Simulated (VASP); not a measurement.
# Sn in VASP: notebook, part 2 of 2

VASP 6.6.1. Earlier steps stand in the parts before.

**3. Single point, r2SCAN**

POSCAR

```
Sn
1.0
   -1.8662302500      1.8662302500      1.9527944549
    1.8662302500     -1.8662302500      1.9527944549
    1.8662302500      1.8662302500     -1.9527944549
Sn
1
Direct
    0.0000000000      0.0000000000      0.0000000000
```

INCAR.step1

```
PREC = Accurate ; ENCUT = 520
ISMEAR = -1 ; SIGMA = 0.1
LREAL = False ; LASPH = True
NELM = 80 ; NBANDS = 13
GGA = PE ; ALGO = Normal
EDIFF = 1E-4 ; LWAVE = True
LCHARG = False
```

INCAR.step2

```
PREC = Accurate ; ENCUT = 520
EDIFF = 1E-6 ; ISMEAR = -1
SIGMA = 0.1 ; LREAL = False
LASPH = True ; NELM = 80
ALGO = Normal ; ISIF = 2
LWAVE = False ; LCHARG = False
METAGGA = R2SCAN ; LMIXTAU = True
NBANDS = 13 ; ISTART = 1
```

KPOINTS

```
Automatic mesh
0
Gamma
  13 13 13
```

Potentials or basis: VASP PAW PBE potentials, release 64 (Sn_d).

The run is started by

```console
> cat potpaw_PBE.64/Sn_d/POTCAR > POTCAR
> cp INCAR.step1 INCAR
> mpirun -np 1 vasp_std > vasp.out
> cp INCAR.step2 INCAR
> mpirun -np 1 vasp_std > vasp.out
```

OUTCAR:

```text
PREC = Accurate
   ENCUT = 520
   EDIFF = 1E-6
   ISMEAR = -1
   LREAL = False
   LASPH = True
   NELM = 80
   ISIF = 2
   METAGGA = R2SCAN
   ISTART = 1

 ion  position               nearest neighbor table
   1  0.000  0.000  0.000-

  LATTYP: Found a body centered tetragonal cell.
 ALAT       =     3.7324605000
 C/A-ratio  =     1.0463845257

  Lattice vectors:

 A1 = (  -1.8662302500,   1.8662302500,   1.9527944549)
 A2 = (   1.8662302500,  -1.8662302500,   1.9527944549)
 A3 = (   1.8662302500,   1.8662302500,  -1.9527944549)

Analysis of symmetry for initial positions (statically):
=====================================================================
 Subroutine PRICEL returns:
 Original cell was already a primitive cell.

 Routine SETGRP: Setting up the symmetry group for a
 body centered tetragonal supercell.

 Subroutine GETGRP returns: Found 16 space group operations
 (whereof 16 operations were pure point group operations)
 out of a pool of 16 trial point group operations.

The static configuration has the point symmetry D_4h.

Analysis of symmetry for dynamics (positions and initial velocities):
=====================================================================
 Subroutine PRICEL returns:
 Original cell was already a primitive cell.

 Routine SETGRP: Setting up the symmetry group for a
 body centered tetragonal supercell.

 Subroutine GETGRP returns: Found 16 space group operations
 (whereof 16 operations were pure point group operations)
 out of a pool of 16 trial point group operations.

The dynamic configuration has the point symmetry D_4h.

 Subroutine INISYM returns: Found 16 space group operations
 (whereof 16 operations are pure point group operations),
 and found     1 'primitive' translations
[... 108 lines left out ...]
   ISMEAR =    -1;   SIGMA  =   0.10  broadening in eV -4-tet -1-fermi 0-gaus
   EFERMI_NEDOS =   21; number of points for ismear=-14 and -15
   IALGO  =     38    algorithm
   IMIX   =      4    mixing-type and parameters
     AMIX     =   0.40;   BMIX     =  1.00
     AMIX_MAG =   1.60;   BMIX_MAG =  1.00
  volume/ion in A,a.u.               =      27.20       183.59
  Fermi-wavevector in a.u.,A,eV,Ry     =   1.311903  2.479138 23.416858  1.721090
  Thomas-Fermi vector in A             =   2.442333
   LORBIT       =      0    0 simple, 1 ext, 2 COOP (PROOUT), +10 PAW based schemes
   METAGGA = R2SCAN    functional components
   LHFCALC =     F    Hartree Fock is set to
   AEXX    =    0.0000 exact exchange contribution
   IVDW    =     0    specifies the selected vdW correction
   LEPSILON=     F    determine dielectric tensor
   LRPA    =     F    only Hartree local field effects (RPA)
 non-spin polarized calculation
  energy-cutoff  :      520.00
  volume of cell :       27.20
 maximum number of plane-waves:       751
   NGX = 13   NGY = 13   NGZ = 13

 number of electron      14.0000003 magnetization

 Free energy of the ion-electron system (eV)
  ---------------------------------------------------
  ext. energy  EPLUGINS =         0.00000000
  ---------------------------------------------------
  free energy    TOTEN  =       -24.51329574 eV

  energy without entropy =      -24.49564646  energy(sigma->0) =      -24.50447110

 E-fermi :   8.0025     XC(G=0): -11.2573

 val. band max:        7.9895791414   @ k =   0.2308   0.1538   0.0000
 cond. band min:       8.0079701843   @ k =   0.3846   0.3077   0.1538
 fundamental gap:      0.0183910429
 Fermi energy:         8.0025347705

 k-point     1 :       0.0000    0.0000    0.0000
  band No.  band energies     occupation
      1     -14.2468      2.00000
      2     -14.2468      2.00000
      3     -14.2363      2.00000
      4     -14.1062      2.00000
      5     -14.0811      2.00000
      6      -3.6241      2.00000
      7      16.2697      0.00000
      8      16.5131      0.00000
      9      16.5131      0.00000
     10      20.5206      0.00000
     11      20.9485      0.00000
     12      20.9486      0.00000
     13      21.2167      0.00000
[... 354 lines left out ...]
  band No.  band energies     occupation
      1     -14.2700      2.00000
      2     -14.2033      2.00000
      3     -14.1139      2.00000
      4     -14.1037      2.00000
      5     -14.0302      2.00000
      6       1.3703      2.00000
      7       4.0449      2.00000
      8       9.4954      0.00000
      9      12.8923      0.00000
     10      18.0085      0.00000
     11      20.4234      0.00000
     12      21.5970      0.00000
     13      24.2563      0.00000

 [... further k-points ...]
[... 5 lines left out ...]
  --------------------------------------------------------------------------------------
  -------------------------------------------------------------------------------------
  Total       -0.1403391     -0.1403391      0.0702536      0.0000000      0.0000000      0.0000000
  in kB       -8.2649915     -8.2649915      4.1374424      0.0000000      0.0000000      0.0000000
  external PRESSURE =      -4.1308469 kB  Pullay stress =       0.0000000 kB

 VOLUME and BASIS-vectors are now :
 -----------------------------------------------------------------------------
  energy-cutoff  :      520.00
  volume of cell :       27.20
      direct lattice vectors                 reciprocal lattice vectors
    -1.866230250  1.866230250  1.952794455     0.000000000  0.267919781  0.256043333
     1.866230250 -1.866230250  1.952794455     0.267919781  0.000000000  0.256043333
     1.866230250  1.866230250 -1.952794455     0.267919781  0.267919781  0.000000000

 POSITION                                       TOTAL-FORCE (eV/Angst)
 -----------------------------------------------------------------------------------
      0.00000      0.00000      0.00000         0.000000      0.000000     -0.000000
 -----------------------------------------------------------------------------------
    total drift:                                0.000000      0.000000     -0.000000

  FREE ENERGIE OF THE ION-ELECTRON SYSTEM (eV)
  ---------------------------------------------------
  free  energy   TOTEN  =       -24.5132957424 eV

  energy  without entropy=      -24.4956464605  energy(sigma->0) =      -24.50447110
```

OSZICAR.step1:

```text
N       E                     dE             d eps       ncg     rms          rms(c)
DAV:   1     0.806690253972E+02    0.80669E+02   -0.71450E+03  5224   0.160E+03
DAV:   2     0.183029834028E+01   -0.78839E+02   -0.76286E+02  5376   0.336E+02
DAV:   3    -0.368365083137E+01   -0.55139E+01   -0.54844E+01  6089   0.730E+01
DAV:   4    -0.379575953231E+01   -0.11211E+00   -0.11208E+00  6020   0.111E+01
DAV:   5    -0.379951259128E+01   -0.37531E-02   -0.37530E-02  6656   0.199E+00    0.132E+00
DAV:   6    -0.378985326911E+01    0.96593E-02   -0.10213E-02  6467   0.174E+00    0.733E-01
DAV:   7    -0.378672073082E+01    0.31325E-02   -0.67136E-03  6429   0.135E+00    0.989E-02
DAV:   8    -0.378659730253E+01    0.12343E-03   -0.66093E-04  6216   0.426E-01    0.228E-02
DAV:   9    -0.378659740205E+01   -0.99527E-07   -0.89474E-06  3298   0.419E-02
   1 F= -.37865974E+01 E0= -.37773475E+01  d E =-.184998E-01
```

It took 62 s on 1 thread of Intel Xeon 6975P-C (Granite Rapids), shared host; peak memory 0.18 GiB.

What came out:

| Quantity | Value |
| --- | --- |
| Free energy | -24.5133 eV |
| Pressure | -0.4 GPa |
| Band gap on the k mesh | zero (band 7 reaches 16.27 eV, above the bottom of band 8 at 5.56 eV) |

Stress tensor (GPa, compression positive):
```
-0.83  0.00  0.00
 0.00 -0.83  0.00
 0.00  0.00  0.41
```

Levels at points of the mesh, in eV from the Fermi level:
| k point | band 5 | band 6 | band 7 | band 8 | band 9 | band 10 |
| --- | --- | --- | --- | --- | --- | --- |
| (0.00, 0.00, 0.00) | -22.08 | -11.63 | 8.27 | 8.51 | 8.51 | 12.52 |

Caveat: the PAW data sets were made with another functional, which shifts forces and pressure a little; spin-orbit coupling is left out, which moves the levels of the heavy elements.

**4. Single point, r2SCAN**

POSCAR

```
Sn
1.0
   -1.9230697500      1.9230697500      1.8390642821
    1.9230697500     -1.9230697500      1.8390642821
    1.9230697500      1.9230697500     -1.8390642821
Sn
1
Direct
    0.0000000000      0.0000000000      0.0000000000
```

INCAR.step1

```
PREC     = Accurate       # precision mode
ENCUT    = 520            # plane-wave cutoff, eV
ISMEAR   = -1             # smearing method
SIGMA    = 0.1            # smearing width, eV
LREAL    = F              # projectors in reciprocal space
LASPH    = T              # aspherical terms in the spheres
NELM     = 60             # most SCF steps
NBANDS   = 13             # bands
GGA      = PE             # functional
ALGO     = Normal         # electronic algorithm
EDIFF    = 1E-4           # SCF threshold, eV
LWAVE    = T              # write WAVECAR
LCHARG   = F              # write CHGCAR
```

INCAR.step2

```
PREC     = Accurate       # precision mode
ENCUT    = 520            # plane-wave cutoff, eV
EDIFF    = 1E-7           # SCF threshold, eV
ISMEAR   = -1             # smearing method
SIGMA    = 0.1            # smearing width, eV
LREAL    = F              # projectors in reciprocal space
LASPH    = T              # aspherical terms in the spheres
NELM     = 60             # most SCF steps
ALGO     = Normal         # electronic algorithm
ISIF     = 2              # what is computed and relaxed
LWAVE    = F              # write WAVECAR
LCHARG   = F              # write CHGCAR
METAGGA  = R2SCAN         # meta-GGA
LMIXTAU  = T            
NBANDS   = 13             # bands
ISTART   = 1
```

KPOINTS

```
regular mesh
0
Gamma
  13 13 13
```

The run is started by

```console
> cat potpaw_PBE.64/Sn_d/POTCAR > POTCAR
> cp INCAR.step1 INCAR
> mpirun -np 1 vasp_std > vasp.out
> cp INCAR.step2 INCAR
> mpirun -np 1 vasp_std > vasp.out
```

Wall time 65 s (1 thread of Intel Xeon 6975P-C (Granite Rapids), shared host); peak memory 0.18 GiB.

The run converged. Its results:

* Free energy: -24.5127 eV
* Pressure: -0.4 GPa
* Band gap on the k mesh: zero (band 7 reaches 16.30 eV, above the bottom of band 8 at 5.56 eV)

Stress tensor (GPa, compression positive):
```
-0.08  0.00  0.00
 0.00 -0.08  0.00
 0.00  0.00 -1.11
```

Levels at points of the mesh, in eV from the Fermi level:
```
           k point  band 5  band 6  band 7  band 8  band 9  band 10
(0.00, 0.00, 0.00)  -22.06  -11.61    8.32    8.32    8.70    12.63
```

Caveat: the PAW data sets were made with another functional, which shifts forces and pressure a little; spin-orbit coupling is left out, which moves the levels of the heavy elements.

**5. The runs side by side**

| cell | gap on the mesh (eV) | pressure (GPa) |
| --- | --- | --- |
| a = 3.282 Å, angles 109.5°, 1 atom | none | -0.4 |
| a = 3.283 Å, angles 110.7, 110.7, 107.0°, 1 atom | none | -0.4 |
| a = 3.283 Å, angles 108.3, 108.3, 111.9°, 1 atom | none | -0.4 |

Alike in all rows: task single point; level r2SCAN; potentials or basis VASP PAW PBE potentials, release 64 (Sn_d); no spin polarisation; k mesh 13 × 13 × 13; cutoff (eV) 520; smearing fermi-dirac 0.1 eV.

Caveats: the PAW data sets were made with another functional, which shifts forces and pressure a little; spin-orbit coupling is left out, which moves the levels of the heavy elements.

Total energies depend on the potentials used, so only differences within one code and one set of settings carry meaning.
